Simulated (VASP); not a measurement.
Set up this calculation in VASP 6.6.1, as the native input.

| Quantity | Value |
| --- | --- |
| Task | single point |
| Functional | PBEsol |
| Potentials or basis | VASP PAW PBE potentials, release 64 (Cu) |
| Cutoff | 520 eV |
| k mesh | 22 × 22 × 22 |
| Occupations | gaussian, width 0.15 eV |
| Spin | no spin polarisation |
| Dipole correction | no |
| Further INCAR settings | ALGO = Fast; EDIFF = 1e-07; NBANDS = 12 |

The structure of Cu lies in POSCAR:

```
Cu
1.0
   -0.0831136094      1.8707243280      1.7816422171
    1.6925601062     -0.0831136094      1.7816422171
    1.6094464968      1.7876107185      0.0000000000
Cu
1
Direct
    0.0000000000      0.0000000000      0.0000000000
```

This cell differs from its parent crystal: engineering shear strain xy -0.0933, strain +e along x and -e along y -0.0500.

The input as run:

INCAR

```
PREC     = Accurate       # precision mode
ENCUT    = 520            # plane-wave cutoff, eV
EDIFF    = 1E-7           # SCF threshold, eV
ISMEAR   = 0              # smearing method
SIGMA    = 0.15           # smearing width, eV
LREAL    = F              # projectors in reciprocal space
LASPH    = T              # aspherical terms in the spheres
NELM     = 100            # most SCF steps
ALGO     = Fast           # electronic algorithm
ISIF     = 2              # what is computed and relaxed
LWAVE    = F              # write WAVECAR
LCHARG   = T              # write CHGCAR
GGA      = PS             # functional
LELF     = T              # ELF
LVHAR    = T            
NBANDS   = 12             # bands
```

KPOINTS

```
regular mesh
0
Gamma
  22 22 22
```

Potentials or basis: VASP PAW PBE potentials, release 64 (Cu).

The run is started by

```console
$ cat potpaw_PBE.64/Cu/POTCAR > POTCAR
$ mpirun -np 1 vasp_std > vasp.out
```

Results of the run:

```json
{
  "Pressure": "3.0 GPa",
  "Band gap on the k mesh": "zero (an odd number of electrons rules out a gap without spin polarisation)"
}
```

Caveat: the cell differs from its parent crystal (engineering shear strain xy -0.0933, strain +e along x and -e along y -0.0500); the cell stands under pressure; the PAW data sets were made with another functional, which shifts forces and pressure a little.

It took 5.1 min on 1 thread of Intel(R) Xeon(R) Platinum 8488C (Sapphire Rapids) (shared host), peak memory 0.46 GiB.
